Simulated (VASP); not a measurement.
# NbSnSb3 (R-3m) in VASP: notebook, part 2 of 2

VASP 6.6.1.

### Step 3. Single point, PBE

This run uses another cell than the first one, of 28.49 Å³/atom.

File INCAR:

```
PREC     = Accurate       # precision mode
ENCUT    = 520            # plane-wave cutoff, eV
EDIFF    = 1E-6           # SCF threshold, eV
ISMEAR   = 0              # smearing method
SIGMA    = 0.1            # smearing width, eV
LREAL    = False          # projectors in reciprocal space
LASPH    = True           # aspherical terms in the spheres
NELM     = 100            # most SCF steps
ALGO     = Normal         # electronic algorithm
ISIF     = 2              # what is computed and relaxed
LWAVE    = False          # write WAVECAR
LCHARG   = False          # write CHGCAR
GGA      = PE             # functional
NBANDS   = 53             # bands
```

File KPOINTS:

```
regular mesh
0
Gamma
  3 3 3
```

File POSCAR:

```
NbSnSb3
1.0
    3.6785643100      2.1238200900      6.0787303100
   -3.6785643100      2.1238200900      6.0787303100
    0.0000000000     -4.2476401900      6.0787303100
Nb Sn Sb
2 2 6
Direct
    0.0000000000      0.0000000000      0.0000000000
    0.5000000000      0.5000000000      0.5000000000
    0.7273391400      0.7273391400      0.7273391400
    0.2726608600      0.2726608600      0.2726608600
    0.5000000000      0.0000000000      0.0000000000
    0.0000000000      0.5000000000      0.5000000000
    0.5000000000      0.5000000000      0.0000000000
    0.0000000000      0.0000000000      0.5000000000
    0.5000000000      0.0000000000      0.5000000000
    0.0000000000      0.5000000000      0.0000000000
```

Potentials or basis: VASP PAW PBE potentials, release 64 (Nb_sv, Sn_d, Sb).

Started as:

```sh
$ cat potpaw_PBE.64/Nb_sv/POTCAR potpaw_PBE.64/Sn_d/POTCAR potpaw_PBE.64/Sb/POTCAR > POTCAR
$ mpirun -np 1 vasp_std > vasp.out
```

OUTCAR:

```text
PREC = Accurate
   ENCUT = 520
   EDIFF = 1E-6
   ISMEAR = 0
   LREAL = False
   LASPH = True
   NELM = 100
   ISIF = 2
   GGA = PE

 ion  position               nearest neighbor table
   1  0.000  0.000  0.000-
   2  0.500  0.500  0.500-
   3  0.727  0.727  0.727-   7 2.39   6 2.39   9 2.39   8 2.87   5 2.87  10 2.87
   4  0.273  0.273  0.273-   7 2.39   6 2.39   9 2.39   8 2.87   5 2.87  10 2.87
   5  0.500  0.000  0.000-   3 2.87   4 2.87   8 3.68   8 3.68  10 3.68  10 3.68   7 3.71   7 3.71
                             9 3.71   9 3.71
   6  0.000  0.500  0.500-   3 2.39   4 2.39   7 3.68   7 3.68   9 3.68   9 3.68   8 3.71   8 3.71
                            10 3.71  10 3.71
   7  0.500  0.500  0.000-   3 2.39   4 2.39   6 3.68   9 3.68   9 3.68   6 3.68   5 3.71   5 3.71
                            10 3.71  10 3.71
   8  0.000  0.000  0.500-   3 2.87   4 2.87   5 3.68  10 3.68  10 3.68   5 3.68   6 3.71   6 3.71
                             9 3.71   9 3.71
   9  0.500  0.000  0.500-   3 2.39   4 2.39   7 3.68   7 3.68   6 3.68   6 3.68   8 3.71   8 3.71
                             5 3.71   5 3.71
[... 195 lines left out ...]
      3     -24.5209      2.00000
      4     -24.5070      2.00000
      5     -24.5070      2.00000
      6     -24.4810      2.00000
[... 325 lines left out ...]
     52       9.0542      0.00000
     53       9.4679      0.00000

------------------------ aborting loop because EDIFF is reached ----------------------------------------

  FORCE on cell =-STRESS in cart. coord.  units (eV):
  Direction    XX          YY          ZZ          XY          YZ          ZX
  --------------------------------------------------------------------------------------
  -------------------------------------------------------------------------------------
  Total       25.8297017     25.8297016     12.3234383     -0.0000000     -0.0000000      0.0000000
  in kB      145.2344914    145.2344912     69.2918686     -0.0000000     -0.0000000      0.0000000
  external PRESSURE =     119.9202837 kB  Pullay stress =       0.0000000 kB

 VOLUME and BASIS-vectors are now :
 -----------------------------------------------------------------------------
  energy-cutoff  :      520.00
  volume of cell :      284.94
      direct lattice vectors                 reciprocal lattice vectors
     3.678564310  2.123820090  6.078730310     0.135922593  0.078474946  0.054836013
    -3.678564310  2.123820090  6.078730310    -0.135922593  0.078474946  0.054836013
     0.000000000 -4.247640190  6.078730310     0.000000000 -0.156949892  0.054836013

 POSITION                                       TOTAL-FORCE (eV/Angst)
 -----------------------------------------------------------------------------------
      0.00000      0.00000      0.00000        -0.000000      0.000000      0.000000
      0.00000     -0.00000      9.11810        -0.000000      0.000000      0.000000
      0.00000     -0.00000     13.26390        -0.000000     -0.000000      6.487715
      0.00000     -0.00000      4.97230        -0.000000      0.000000     -6.487715
      1.83928      1.06191      3.03937         0.000000      0.000000      0.000000
     -1.83928     -1.06191      6.07873        -0.000000      0.000000      0.000000
      0.00000      2.12382      6.07873        -0.000000      0.000000      0.000000
      0.00000     -2.12382      3.03937        -0.000000      0.000000      0.000000
      1.83928     -1.06191      6.07873        -0.000000      0.000000      0.000000
     -1.83928      1.06191      3.03937         0.000000      0.000000      0.000000
 -----------------------------------------------------------------------------------
    total drift:                                0.000000      0.000000     -0.000000

  FREE ENERGIE OF THE ION-ELECTRON SYSTEM (eV)
  ---------------------------------------------------
  free  energy   TOTEN  =       -34.5047966458 eV

  energy  without entropy=      -34.4499024406  energy(sigma->0) =      -34.47734954
```

OSZICAR:

```text
N       E                     dE             d eps       ncg     rms          rms(c)
DAV:   1     0.919026785994E+03    0.91903E+03   -0.35673E+04   636   0.163E+03
DAV:   2     0.107487203226E+03   -0.81154E+03   -0.79172E+03   636   0.473E+02
DAV:   3    -0.275002494072E+02   -0.13499E+03   -0.13034E+03   870   0.196E+02
DAV:   4    -0.392826446934E+02   -0.11782E+02   -0.11334E+02   912   0.493E+01
DAV:   5    -0.405562928569E+02   -0.12736E+01   -0.12538E+01  1200   0.147E+01    0.153E+01
DAV:   6    -0.551650113678E+02   -0.14609E+02   -0.16069E+02  1000   0.206E+01    0.300E+01
DAV:   7    -0.342577493461E+02    0.20907E+02   -0.71565E+01   963   0.285E+01    0.826E+00
DAV:   8    -0.346035501961E+02   -0.34580E+00   -0.58742E+00   928   0.623E+00    0.362E+00
DAV:   9    -0.346407103807E+02   -0.37160E-01   -0.13012E+00   931   0.284E+00    0.416E+00
DAV:  10    -0.345235265377E+02    0.11718E+00   -0.10253E+00   931   0.132E+00    0.211E+00
DAV:  11    -0.345054154228E+02    0.18111E-01   -0.11667E-01   814   0.119E+00    0.774E-01
DAV:  12    -0.345054129421E+02    0.24806E-05   -0.71097E-03  1011   0.355E-01    0.439E-01
DAV:  13    -0.345047606677E+02    0.65227E-03   -0.30078E-03   862   0.243E-01    0.153E-01
DAV:  14    -0.345047961173E+02   -0.35450E-04   -0.31575E-04   923   0.824E-02    0.518E-02
DAV:  15    -0.345047961780E+02   -0.60677E-07   -0.26047E-05   894   0.226E-02    0.304E-02
DAV:  16    -0.345047971822E+02   -0.10042E-05   -0.36563E-06   675   0.923E-03    0.670E-03
DAV:  17    -0.345047966458E+02    0.53641E-06   -0.50441E-07   486   0.370E-03
   1 F= -.34504797E+02 E0= -.34477350E+02  d E =-.548942E-01
```

stdout:

```text
POSCAR found type information on POSCAR NbSnSb
 POSCAR found :  3 types and      10 ions
 scaLAPACK will be used
 LDA part: xc-table for (Slater+PW92), standard interpolation
 POSCAR, INCAR and KPOINTS ok, starting setup
 FFT: planning ... GRIDC
 FFT: planning ... GRID_SOFT
 FFT: planning ... GRID
 WAVECAR not read
 entering main loop
```

Run time: 95 s. Hardware: 1 thread of Intel Xeon 6975P-C (Granite Rapids), shared host; peak memory 0.46 GiB.

What came out:

```
Free energy            : -34.5048 eV
Pressure               : 12.0 GPa
Largest force          : 6.488 eV/Å
Band gap on the k mesh : zero (bands 42 and 43 overlap by 0.03 eV)
```

Forces on the atoms (eV/Å):
```
Nb   0.000  0.000  0.000
Nb   0.000  0.000  0.000
Sn   0.000  0.000  6.488
Sn   0.000  0.000 -6.488
Sb   0.000  0.000  0.000
Sb   0.000  0.000  0.000
Sb   0.000  0.000  0.000
Sb   0.000  0.000  0.000
Sb   0.000  0.000  0.000
Sb   0.000  0.000  0.000
```

Levels at points of the mesh, in eV from the Fermi level:
```csv
k point,band 39,band 40,band 41,band 42,band 43,band 44,band 45,band 46
"(0.00, 0.00, 0.00)",-0.12,-0.12,-0.11,-0.11,-0.06,0.21,0.21,0.21
```

Caveat: the stress differs along the axes, from 7 to 15 GPa; spin-orbit coupling is left out, which moves the levels of the heavy elements; forces of over 1 eV/Å act on the atoms, so gaps and moduli don't describe the material at rest.

### Step 4. Single point, PBE, collinear spin

This run uses another cell than the first one: it holds 5 atoms, not 10.

File INCAR:

```
PREC     = Accurate       # precision mode
ENCUT    = 520            # plane-wave cutoff, eV
EDIFF    = 1E-6           # SCF threshold, eV
ISMEAR   = 0              # smearing method
SIGMA    = 0.1            # smearing width, eV
LREAL    = F              # projectors in reciprocal space
LASPH    = T              # aspherical terms in the spheres
NELM     = 150            # most SCF steps
ALGO     = Normal         # electronic algorithm
ISIF     = 2              # what is computed and relaxed
LWAVE    = F              # write WAVECAR
LCHARG   = F              # write CHGCAR
ISPIN    = 2              # spin polarisation
MAGMOM   = 1 0 0 0 0      # initial moments
LORBIT   = 11             # projections on sites
LMAXMIX  = 4              # l up to which the mixer works
GGA      = PE             # functional
NBANDS   = 33             # bands
```

File KPOINTS:

```
Automatic mesh
0
Gamma
  3 3 3
```

File POSCAR:

```
NbSnSb3
1.0
    3.0347464751      1.7521116943      5.4064876688
   -3.0347464751      1.7521116943      5.4064876688
    0.0000000000     -3.5042233887      5.4064876688
Nb Sn Sb
1 1 3
Direct
    0.0000000000      0.0000000000      0.0000000000
    0.5000000000      0.5000000000      0.5000000000
    0.5000000000      0.5000000000      0.0000000000
    0.5000000000      0.0000000000      0.5000000000
    0.0000000000      0.5000000000      0.5000000000
```

Started as:

```sh
$ cat potpaw_PBE.64/Nb_sv/POTCAR potpaw_PBE.64/Sn_d/POTCAR potpaw_PBE.64/Sb/POTCAR > POTCAR
$ mpirun -np 1 vasp_std > vasp.out
```

Run time: 59 s. Hardware: 1 thread of Intel Xeon 6975P-C (Granite Rapids), shared host; peak memory 0.42 GiB.

It converged, with:

* Free energy: -23.1064 eV
* Pressure: 0.7 GPa
* Net moment: 1.78 μB per cell
* Site moments: Nb +1.32; Sn +0.01; Sb -0.04 μB
* Valence electrons inside the program's atomic spheres: Nb 10.54; Sn 12.09; Sb 2.44

Stress tensor (GPa, compression positive):
```
 1.86  0.00  0.00
 0.00  1.86  0.00
 0.00  0.00 -1.71
```

Levels at points of the mesh, in eV from the Fermi level:
Spin up:
```tsv
k point	band 19	band 20	band 21	band 22	band 23	band 24	band 25	band 26
(0.00, 0.00, 0.00)	-1.47	-0.83	-0.83	-0.77	0.32	0.32	0.44	3.50
```
Spin down:
```csv
k point,band 18,band 19,band 20,band 21,band 22,band 23
"(0.00, 0.00, 0.00)",-1.51,-1.51,0.37,0.37,0.79,0.95
```

Caveat: the k points lie up to 0.42 Å⁻¹ apart; spin-orbit coupling is left out, which moves the levels of the heavy elements.

### Step 5. Relaxation of cell and atoms, PBE

This run uses another cell than the first one, of 28.49 Å³/atom.

File INCAR:

```
ALGO = Normal
EDIFF = 1E-7
EDIFFG = -0.04
ENCUT = 600
GGA = PE
IBRION = 2
ISIF = 3
ISMEAR = 0
LASPH = T
LCHARG = F
LREAL = F
LWAVE = F
NELM = 60
NSW = 90
PREC = Accurate
SIGMA = 0.1
```

File KPOINTS:

```
k-points
0
Gamma
  3 3 3
```

File POSCAR:

```
NbSnSb3
1.0
    3.6785643100      2.1238200900      6.0787303100
   -3.6785643100      2.1238200900      6.0787303100
    0.0000000000     -4.2476401900      6.0787303100
Nb Sn Sb
2 2 6
Direct
    0.0000000000      0.0000000000      0.0000000000
    0.5000000000      0.5000000000      0.5000000000
    0.7273391400      0.7273391400      0.7273391400
    0.2726608600      0.2726608600      0.2726608600
    0.5000000000      0.0000000000      0.0000000000
    0.0000000000      0.5000000000      0.5000000000
    0.5000000000      0.5000000000      0.0000000000
    0.0000000000      0.0000000000      0.5000000000
    0.5000000000      0.0000000000      0.5000000000
    0.0000000000      0.5000000000      0.0000000000
```

Started as:

```sh
$ cat potpaw_PBE.64/Nb_sv/POTCAR potpaw_PBE.64/Sn_d/POTCAR potpaw_PBE.64/Sb/POTCAR > POTCAR
$ mpirun -np 1 vasp_std > vasp.out
```

Wall time 71 min (1 thread of Intel Xeon 6975P-C (Granite Rapids), shared host); peak memory 0.62 GiB.

It converged, with:

- Free energy: -45.3444 eV
- Relaxed volume: 29.96 Å³/atom
- Relaxed cell: a = 6.706 Å, b = 6.706 Å, c = 6.706 Å, α = 93.71°, β = 93.71°, γ = 93.71°
- Space group after relaxing (to 0.1 Å): R-3m (No. 166)
- Pressure after relaxing: 0.0 GPa
- Largest force after relaxing: 0.015 eV/Å
- Band gap on the k mesh: zero (bands 42 and 43 overlap by 0.19 eV)

Forces in eV/Å, atoms in the order of the input:
```
Nb   0.000  0.000  0.000
Nb   0.000  0.000  0.000
Sn   0.000  0.000 -0.015
Sn   0.000  0.000  0.015
Sb   0.000  0.000  0.000
Sb   0.000  0.000  0.000
Sb   0.000  0.000  0.000
Sb   0.000  0.000  0.000
Sb   0.000  0.000  0.000
Sb   0.000  0.000  0.000
```

Stress tensor (GPa, compression positive):
```
 0.06  0.00  0.00
 0.00  0.06  0.00
 0.00  0.00 -0.16
```

Final structure:
```yaml
crystal:
  lattice:
    - [4.89311, 2.82504, 3.61226]
    - [-4.89311, 2.82504, 3.61226]
    - [0.00000, -5.65007, 3.61226]
  atoms:
    - { symbol: Nb, position: [0.00000, 0.00000, 0.00000] }
    - { symbol: Nb, position: [0.50000, 0.50000, 0.50000] }
    - { symbol: Sn, position: [0.75010, 0.75010, 0.75010] }
    - { symbol: Sn, position: [0.24990, 0.24990, 0.24990] }
    - { symbol: Sb, position: [0.50000, 0.00000, 0.00000] }
    - { symbol: Sb, position: [0.00000, 0.50000, 0.50000] }
    - { symbol: Sb, position: [0.50000, 0.50000, 0.00000] }
    - { symbol: Sb, position: [0.00000, 0.00000, 0.50000] }
    - { symbol: Sb, position: [0.50000, 0.00000, 0.50000] }
    - { symbol: Sb, position: [0.00000, 0.50000, 0.00000] }
```

Levels at points of the mesh, in eV from the Fermi level:
| k point | band 40 | band 41 | band 42 | band 43 | band 44 | band 45 |
| --- | --- | --- | --- | --- | --- | --- |
| (0.00, 0.00, 0.00) | -0.66 | -0.53 | -0.53 | 0.25 | 0.25 | 0.26 |

Caveat: spin-orbit coupling is left out, which moves the levels of the heavy elements.

### Step 6. The runs side by side

| task | spin | cell | cutoff (eV) | gap on the mesh (eV) | pressure (GPa) | largest force (eV/Å) |
| --- | --- | --- | --- | --- | --- | --- |
| single point | off | a = 11.367 Å, angles 31.0°, 10 atoms, atomic positions A | 520 | none | 0.1 | - |
| single point | off | a = 7.416 Å, angles 59.5°, 10 atoms, atomic positions B | 520 | none | 12.0 | 6.49 |
| single point | collinear | a = 6.443 Å, angles 56.2°, 5 atoms, atomic positions C | 520 | none | 0.7 | - |
| relaxation of cell and atoms | off | relaxed from a = 7.416 Å, angles 59.5°, 10 atoms, atomic positions B | 600 | none | 0.0 | 0.01 |

Alike in all rows: level PBE; potentials or basis VASP PAW PBE potentials, release 64 (Nb_sv, Sn_d, Sb); k mesh 3 × 3 × 3; smearing gaussian 0.1 eV.

Caveats: some runs use coarse meshes; spin-orbit coupling is left out, which moves the levels of the heavy elements; the stress differs along the axes, from 7 to 15 GPa (at least some runs); forces of over 1 eV/Å act on the atoms, so gaps and moduli don't describe the material at rest (at least some runs).

Absolute energies hang on the potentials; compare differences alone.
